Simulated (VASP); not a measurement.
Runs of VASP 6.6.1 on NaB2. The structure is that of space group Fd-3m (No. 227), or close to it. The cells are those of the table. The cell was built from a structure type or drawn by symmetry, and may not be a known phase.

| task | cell | k mesh | cutoff (eV) | gap on the mesh (eV) | pressure (GPa) | relaxed volume (Å³/atom) |
| --- | --- | --- | --- | --- | --- | --- |
| single point | a = 4.294 Å, angles 60.0°, 6 atoms | 10 × 10 × 10 | 520 | none | 0.2 | - |
| relaxation of cell and atoms | relaxed from a = 4.753 Å, angles 60.0°, 6 atoms | 4 × 4 × 4 | 600 | none | 0.1 | 9.23 |
| relaxation of cell and atoms | relaxed from a = 4.275 Å, angles 60.0°, 6 atoms | 6 × 6 × 6 | 600 | none | 0.1 | (b) |
| single point | a = 4.299 Å, angles 60.0°, 6 atoms | 6 × 6 × 6 | 520 | none | 0.3 | - |
| single point | a = 4.275 Å, angles 60.0°, 6 atoms | 4 × 4 × 4 | 520 | none | (a) | - |

Alike in all rows: level PBE; potentials or basis VASP PAW PBE potentials, release 64 (Na_pv, B); no spin polarisation; smearing gaussian 0.1 eV.

Problem. Fill in the values left out.

Solution. (a) 0.4; (b) 9.38.

Caveats: some runs use coarse meshes; the volume moved by over 15 % at a fixed basis, so the end points are rough (at least some runs).

A gap of «none» marks levels without a gap at the run's occupations.
